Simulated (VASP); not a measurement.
# AlN (P6_3mc) in VASP: single point with r2SCAN+D3(BJ)

Aim: the single point of AlN with r2SCAN+D3(BJ).

Program: VASP 6.6.1. These are calculated values, not measurements. Logs are shortened: lines on timing, memory, paths and dates and some standing lists are left out, and cuts for length are marked.

### Step 1. The cell of the first run

Symmetry: P6_3mc, No. 186, hexagonal system. The conventional cell has a = 3.113 Å, b = 3.113 Å, c = 4.981 Å, α = 90.00°, β = 90.00°, γ = 120.00°. Within 2.5 Å of Al (site symmetry 3m) lie 4 N at 1.89 Å. Within 2.5 Å of N (site symmetry 3m) lie 4 Al at 1.89 Å.

### Step 2. Single point, r2SCAN+D3(BJ)

Input file POSCAR:

```
AlN
1.0
    3.1130000000      0.0000000000      0.0000000000
   -1.5565000000      2.6959370820      0.0000000000
    0.0000000000      0.0000000000      4.9810000000
Al N
2 2
Direct
    0.3333333333      0.6666666667      0.0000000000
    0.6666666667      0.3333333333      0.5000000000
    0.3333333333      0.6666666667      0.3800000000
    0.6666666667      0.3333333333      0.8800000000
```

Input file INCAR.step1:

```
PREC = Accurate ; ENCUT = 520
ISMEAR = 1 ; SIGMA = 0.02
LREAL = F ; LASPH = T
NELM = 100 ; NBANDS = 16
ISYM = 0 ; GGA = PE
ALGO = Normal ; EDIFF = 1E-4
LWAVE = T ; LCHARG = F
```

Input file INCAR.step2:

```
PREC = Accurate ; ENCUT = 520
EDIFF = 1E-6 ; ISMEAR = 1
SIGMA = 0.02 ; LREAL = F
LASPH = T ; NELM = 100
ALGO = Normal ; ISIF = 2
LWAVE = F ; LCHARG = F
METAGGA = R2SCAN ; LMIXTAU = T
IVDW = 12 ; VDW_S6 = 1.0
VDW_S8 = 0.78981345 ; VDW_A1 = 0.49484001
VDW_A2 = 5.73083694 ; NBANDS = 16
ISYM = 0 ; ISTART = 1
```

Input file KPOINTS:

```
Automatic mesh
0
Gamma
  4 4 2
  0.5 0.5 0.5
```

Potentials or basis: VASP PAW PBE potentials, release 64 (Al, N).

On the command line:

```
> cat potpaw_PBE.64/Al/POTCAR potpaw_PBE.64/N/POTCAR > POTCAR
> cp INCAR.step1 INCAR
> mpirun -np 1 vasp_std > vasp.out
> cp INCAR.step2 INCAR
> mpirun -np 1 vasp_std > vasp.out
```

OUTCAR:

```text
PREC = Accurate
   ENCUT = 520
   EDIFF = 1E-6
   ISMEAR = 1
   LREAL = F
   LASPH = T
   NELM = 100
   ISIF = 2
   METAGGA = R2SCAN
   IVDW = 12
   ISYM = 0
   ISTART = 1
 IVDW          = 12

 ion  position               nearest neighbor table
   1  0.333  0.667  0.000-   3 1.89   4 1.89   4 1.89   4 1.89   2 3.07   2 3.07   2 3.07   2 3.07
                             2 3.07   2 3.07
   2  0.667  0.333  0.500-   4 1.89   3 1.89   3 1.89   3 1.89   1 3.07   1 3.07   1 3.07   1 3.07
                             1 3.07   1 3.07
   3  0.333  0.667  0.380-   1 1.89   2 1.89   2 1.89   2 1.89
   4  0.667  0.333  0.880-   2 1.89   1 1.89   1 1.89   1 1.89

IMPORTANT INFORMATION: All symmetrisations will be switched off!
NOSYMM: (Re-)initialisation of all symmetry stuff for point group C_1.

----------------------------------------------------------------------------------------

                                     Primitive cell

  volume of cell :      41.8028

  direct lattice vectors                    reciprocal lattice vectors
     3.113000000  0.000000000  0.000000000     0.321233537  0.185464269  0.000000000
    -1.556500000  2.695937082  0.000000000     0.000000000  0.370928538  0.000000000
     0.000000000  0.000000000  4.981000000     0.000000000  0.000000000  0.200762899

  length of vectors
     3.113000000  3.113000000  4.981000000     0.370928538  0.370928538  0.200762899

  position of ions in fractional coordinates (direct lattice)
     0.333333333  0.666666667  0.000000000
     0.666666667  0.333333333  0.500000000
     0.333333333  0.666666667  0.380000000
     0.666666667  0.333333333  0.880000000

  ion indices of the primitive-cell ions
   primitive index   ion index
                 1           1
                 2           2
                 3           3
                 4           4

----------------------------------------------------------------------------------------

 KPOINTS: Automatic mesh

Automatic generation of k-mesh.
 Grid dimensions read from file:
 generate k-points for:    4    4    2

 Generating k-lattice:

  Cartesian coordinates                     Fractional coordinates (reciprocal lattice)
     0.080308384  0.046366067  0.000000000     0.250000000  0.000000000  0.000000000
     0.000000000  0.092732134  0.000000000     0.000000000  0.250000000  0.000000000
     0.000000000  0.000000000  0.100381450     0.000000000  0.000000000  0.500000000

  Length of vectors
     0.092732134  0.092732134  0.100381450

  Shift w.r.t. Gamma in fractional coordinates (k-lattice)
     0.500000000  0.500000000  0.500000000

 Subroutine IBZKPT returns following result:
 ===========================================

 Found     48 irreducible k-points:

 Following reciprocal coordinates:
            Coordinates               Weight
  0.125000  0.125000  0.250000      2.000000
 -0.125000  0.250000  0.250000      2.000000
 -0.250000  0.125000  0.250000      2.000000
 -0.125000 -0.125000  0.250000      2.000000
  0.125000 -0.250000  0.250000      2.000000
  0.250000 -0.125000  0.250000      2.000000
[... 16 lines left out ...]
  0.125000  0.250000  0.250000      2.000000
 -0.250000  0.375000  0.250000      2.000000
 [... further k-points ...]
   k-points           NKPTS =     48   k-points in BZ     NKDIM =     48   number of bands    NBANDS=     16
   number of dos      NEDOS =    301   number of ions     NIONS =      4
   total plane-waves  NPLWV =  23040
   dimension x,y,z NGX =    24 NGY =   24 NGZ =   40
   dimension x,y,z NGXF=    48 NGYF=   48 NGZF=   80
   ions per type =               2   2
   NGX,Y,Z   is equivalent  to a cutoff of  12.82, 12.82, 13.35 a.u.
   NGXF,Y,Z  is equivalent  to a cutoff of  25.63, 25.63, 26.70 a.u.
 SYSTEM =  unknown system
   PREC   = accura    normal or accurate (medium, high low for compatibility)
   ISTART =      1    job   : 0-new  1-cont  2-samecut
   ICHARG =      0    charge: 1-file 2-atom 10-const
   ISPIN  =      1    spin polarized calculation?
   LNONCOLLINEAR =      F non collinear calculations
   LSORBIT =      F    spin-orbit coupling
   LASPH  =      T    aspherical Exc in radial PAW
   ENCUT  =  520.0 eV  38.22 Ry    6.18 a.u.   5.79  5.79  9.26*2*pi/ulx,y,z
   NELM   =    100;   NELMIN=  2; NELMDL=  0     # of ELM steps
   EDIFF  = 0.1E-05   stopping-criterion for ELM
   LREAL  =      F    real-space projection
   EDIFFG = 0.1E-04   stopping-criterion for IOM
   NSW    =      0    number of steps for IOM
   IBRION =     -1    ionic relax: 0-MD 1-quasi-New 2-CG
   NFREE  =      0    steps in history (QN), initial steepest desc. (CG)
   ISIF   =      2    stress and relaxation
   ISYM   =      0    0-nonsym 1-usesym 2-fastsym
   POTIM  = 0.5000    time-step for ionic-motion
   TEBEG  =    0.0;   TEEND  =   0.0 temperature during run
   PSTRESS=    0.0 pullay stress
   NELECT =      16.0000    total number of electrons
   NUPDOWN=      -1.0000    fix difference up-down
   EMIN   =  10.00;   EMAX   =-10.00  energy-range for DOS
   EFERMI =   0.00;   METHOD = LEGACY
   ISMEAR =     1;   SIGMA  =   0.02  broadening in eV -4-tet -1-fermi 0-gaus
   EFERMI_NEDOS =   21; number of points for ismear=-14 and -15
   IALGO  =     38    algorithm
   IMIX   =      4    mixing-type and parameters
     AMIX     =   0.40;   BMIX     =  1.00
     AMIX_MAG =   1.60;   BMIX_MAG =  1.00
  volume/ion in A,a.u.               =      10.45        70.52
  Fermi-wavevector in a.u.,A,eV,Ry     =   1.188629  2.246183 19.222843  1.412839
  Thomas-Fermi vector in A             =   2.324754
   LORBIT       =      0    0 simple, 1 ext, 2 COOP (PROOUT), +10 PAW based schemes
   METAGGA = R2SCAN    functional components
   LHFCALC =     F    Hartree Fock is set to
   AEXX    =    0.0000 exact exchange contribution
   IVDW    =    12    specifies the selected vdW correction
   LEPSILON=     F    determine dielectric tensor
   LRPA    =     F    only Hartree local field effects (RPA)
 non-spin polarized calculation
 Methfessel and Paxton  Order N= 1 SIGMA  =   0.02
  energy-cutoff  :      520.00
  volume of cell :       41.80
 maximum number of plane-waves:      1130
   NGX = 11   NGY = 11   NGZ = 19

 number of electron      15.9999997 magnetization

 Free energy of the ion-electron system (eV)
  ---------------------------------------------------
  ext. energy  EPLUGINS =         0.00000000
  ---------------------------------------------------
  free energy    TOTEN  =       -38.46307698 eV

  energy without entropy =      -38.46307698  energy(sigma->0) =      -38.46307698

 E-fermi :   5.5822     XC(G=0): -11.3966

 val. band max:        5.4812241670   @ k =  -0.1250   0.0000   0.2500
 cond. band min:      11.9650967687   @ k =   0.3750   0.0000   0.2500
 fundamental gap:      6.4838726017
 Fermi energy:         5.5822051073

 k-point     1 :       0.1250    0.1250    0.2500
  band No.  band energies     occupation
      1      -9.2935      2.00000
      2      -8.0173      2.00000
      3       1.0174      2.00000
      4       3.0640      2.00000
      5       3.5388      2.00000
      6       4.4277      2.00000
[... 8 lines left out ...]
     15      19.2670      0.00000
     16      20.1028      0.00000

 k-point     2 :      -0.1250    0.2500    0.2500
  band No.  band energies     occupation
      1      -9.2935      2.00000
      2      -8.0173      2.00000
      3       1.0174      2.00000
      4       3.0640      2.00000
      5       3.5388      2.00000
      6       4.4277      2.00000
[... 8 lines left out ...]
     15      19.2670      0.00000
     16      20.1028      0.00000

 k-point     3 :      -0.2500    0.1250    0.2500
  band No.  band energies     occupation
      1      -9.2935      2.00000
      2      -8.0173      2.00000
      3       1.0174      2.00000
      4       3.0640      2.00000
      5       3.5388      2.00000
      6       4.4277      2.00000
[... 8 lines left out ...]
     15      19.2670      0.00000
     16      20.1028      0.00000

 k-point     4 :      -0.1250   -0.1250    0.2500
  band No.  band energies     occupation
      1      -9.2935      2.00000
      2      -8.0173      2.00000
      3       1.0174      2.00000
      4       3.0640      2.00000
      5       3.5388      2.00000
      6       4.4277      2.00000
[... 8 lines left out ...]
     15      19.2670      0.00000
     16      20.1028      0.00000

 k-point     5 :       0.1250   -0.2500    0.2500
  band No.  band energies     occupation
      1      -9.2935      2.00000
      2      -8.0173      2.00000
      3       1.0174      2.00000
      4       3.0640      2.00000
      5       3.5388      2.00000
      6       4.4277      2.00000
[... 8 lines left out ...]
     15      19.2670      0.00000
     16      20.1028      0.00000

 k-point     6 :       0.2500   -0.1250    0.2500
  band No.  band energies     occupation
      1      -9.2935      2.00000
      2      -8.0173      2.00000
      3       1.0174      2.00000
      4       3.0640      2.00000
      5       3.5388      2.00000
      6       4.4277      2.00000
[... 8 lines left out ...]
     15      19.2670      0.00000
     16      20.1028      0.00000

 k-point     7 :       0.3750    0.1250    0.2500
  band No.  band energies     occupation
      1      -8.0761      2.00000
      2      -7.5273      2.00000
      3       0.4272      2.00000
      4       1.2004      2.00000
      5       2.9190      2.00000
      6       3.7256      2.00000
[... 8 lines left out ...]
     15      19.5963      0.00000
     16      21.6524      0.00000

 k-point     8 :      -0.1250    0.5000    0.2500
  band No.  band energies     occupation
      1      -8.0761      2.00000
      2      -7.5273      2.00000
      3       0.4272      2.00000
      4       1.2004      2.00000
      5       2.9190      2.00000
      6       3.7256      2.00000
[... 8 lines left out ...]
     15      19.5963      0.00000
     16      21.6524      0.00000

 k-point     9 :       0.5000    0.3750    0.2500
  band No.  band energies     occupation
      1      -8.0761      2.00000
      2      -7.5273      2.00000
      3       0.4272      2.00000
      4       1.2004      2.00000
      5       2.9190      2.00000
      6       3.7256      2.00000
[... 8 lines left out ...]
     15      19.5963      0.00000
     16      21.6524      0.00000
[... 172 lines left out ...]
 k-point    19 :      -0.3750    0.1250    0.2500
  band No.  band energies     occupation
      1      -8.6788      2.00000
      2      -7.6902      2.00000
      3       1.0251      2.00000
      4       1.8313      2.00000
      5       2.9836      2.00000
      6       3.7786      2.00000
[... 8 lines left out ...]
     15      19.1633      0.00000
     16      20.9689      0.00000

 k-point    20 :      -0.1250   -0.2500    0.2500
  band No.  band energies     occupation
      1      -8.6788      2.00000
      2      -7.6902      2.00000
      3       1.0251      2.00000
      4       1.8313      2.00000
      5       2.9836      2.00000
      6       3.7786      2.00000
[... 8 lines left out ...]
     15      19.1633      0.00000
     16      20.9689      0.00000

 k-point    21 :       0.2500   -0.3750    0.2500
  band No.  band energies     occupation
      1      -8.6788      2.00000
      2      -7.6902      2.00000
      3       1.0251      2.00000
      4       1.8313      2.00000
      5       2.9836      2.00000
      6       3.7786      2.00000
[... 8 lines left out ...]
     15      19.1633      0.00000
     16      20.9689      0.00000

 k-point    22 :       0.3750   -0.1250    0.2500
  band No.  band energies     occupation
      1      -8.6788      2.00000
      2      -7.6902      2.00000
      3       1.0251      2.00000
      4       1.8313      2.00000
      5       2.9836      2.00000
      6       3.7786      2.00000
[... 8 lines left out ...]
     15      19.1633      0.00000
     16      20.9689      0.00000

 k-point    23 :       0.1250    0.2500    0.2500
  band No.  band energies     occupation
      1      -8.6788      2.00000
      2      -7.6902      2.00000
      3       1.0251      2.00000
      4       1.8313      2.00000
      5       2.9836      2.00000
      6       3.7786      2.00000
[... 8 lines left out ...]
     15      19.1633      0.00000
     16      20.9689      0.00000

 k-point    24 :      -0.2500    0.3750    0.2500
  band No.  band energies     occupation
      1      -8.6788      2.00000
      2      -7.6902      2.00000
      3       1.0251      2.00000
      4       1.8313      2.00000
      5       2.9836      2.00000
      6       3.7786      2.00000
[... 8 lines left out ...]
     15      19.1633      0.00000
     16      20.9689      0.00000

 [... further k-points ...]

------------------------ aborting loop because EDIFF is reached ----------------------------------------

 Edisp (eV)   -0.50590

 E8    (eV) :    -0.1522

  FORCE on cell =-STRESS in cart. coord.  units (eV):
  Direction    XX          YY          ZZ          XY          YZ          ZX
  --------------------------------------------------------------------------------------
  -------------------------------------------------------------------------------------
  Total      -1.01169    -1.01169    -0.52372     0.00000    -0.00000    -0.00000
  in kB     -38.77521   -38.77511   -20.07263     0.00010    -0.00000    -0.00000
  external pressure =      -32.54 kB  Pullay stress =        0.00 kB

 VOLUME and BASIS-vectors are now :
 -----------------------------------------------------------------------------
  energy-cutoff  :      520.00
  volume of cell :       41.80
      direct lattice vectors                 reciprocal lattice vectors
     3.113000000  0.000000000  0.000000000     0.321233537  0.185464269  0.000000000
    -1.556500000  2.695937082  0.000000000     0.000000000  0.370928538  0.000000000
     0.000000000  0.000000000  4.981000000     0.000000000  0.000000000  0.200762899

 POSITION                                       TOTAL-FORCE (eV/Angst)
 -----------------------------------------------------------------------------------
     -0.00000      1.79729      0.00000        -0.000001      0.000000     -0.119493
      1.55650      0.89865      2.49050         0.000001     -0.000000     -0.119493
     -0.00000      1.79729      1.89278         0.000001     -0.000001      0.119493
      1.55650      0.89865      4.38328        -0.000001      0.000001      0.119493
 -----------------------------------------------------------------------------------
    total drift:                               -0.000000     -0.000000     -0.022702

  FREE ENERGIE OF THE ION-ELECTRON SYSTEM (eV)
  ---------------------------------------------------
  free  energy   TOTEN  =       -38.9689810138 eV

  energy  without entropy=      -38.9689810138  energy(sigma->0) =      -38.96898101
```

It took 56 s on 1 thread of Intel Xeon Platinum 8488C (Sapphire Rapids), shared host; peak memory 0.18 GiB.

What came out:

- Free energy: -38.9690 eV
- Pressure: -3.3 GPa
- Largest force: 0.119 eV/Å
- Band gap on the k mesh: 6.48 eV, indirect (least direct gap 6.76 eV)
- Dispersion energy per atom: -0.126 eV

Forces in eV/Å, atoms in the order of the input:
```
Al   0.000  0.000 -0.119
Al   0.000  0.000 -0.119
N    0.000  0.000  0.119
N    0.000  0.000  0.119
```

Caveat: the k points lie up to 0.63 Å⁻¹ apart; the PAW data sets were made with another functional, which shifts forces and pressure a little.
